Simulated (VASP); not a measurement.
Write the native input for VASP 6.6.1 that does the following.

```yaml
Task: electric field gradients
Functional: PBE
Potentials_or_basis: VASP PAW PBE potentials, release 64 (Ag)
Cutoff: 400 eV
k_mesh: 15 × 15 × 15
Occupations: fermi-dirac, width 0.05 eV
Spin: no spin polarisation
Dipole_correction: no
Further_INCAR_settings: ALGO = Normal; EDIFF = 1e-08; NBANDS = 12
```

The structure of Ag lies in POSCAR:

```
Ag
1.0
    0.0000000000      2.0635310000      2.0431000000
    2.0635310000      0.0000000000      2.0431000000
    2.0635310000      2.0635310000      0.0000000000
Ag
1
Direct
    0.0000000000      0.0000000000      0.0000000000
```

This cell differs from its parent crystal: equal xx and yy strain of +1 %.

One way to write it, as run:

INCAR

```
ALGO = Normal
EDIFF = 1E-8
ENCUT = 400
GGA = PE
GGA_COMPAT = False
ISIF = 2
ISMEAR = -1
LASPH = True
LCHARG = False
LEFG = True
LREAL = False
LWAVE = False
NBANDS = 12
NELM = 120
PREC = Accurate
SIGMA = 0.05
```

KPOINTS

```
k-points
0
Gamma
  15 15 15
```

Potentials or basis: VASP PAW PBE potentials, release 64 (Ag).

The run is started by

```sh
$ cat potpaw_PBE.64/Ag/POTCAR > POTCAR
$ mpirun -np 1 vasp_std > vasp.out
```

It gave:

```
Pressure : 1.9 GPa
```

Caveat: the cell differs from its parent crystal (equal xx and yy strain of +1 %); without QUAD_EFG the Cq values of the log hold for a quadrupole moment of 1 mb, not for the nuclei.

Run time: 25 s on 1 thread of Intel Xeon 6975P-C, on a shared host, peak memory 0.16 GiB.
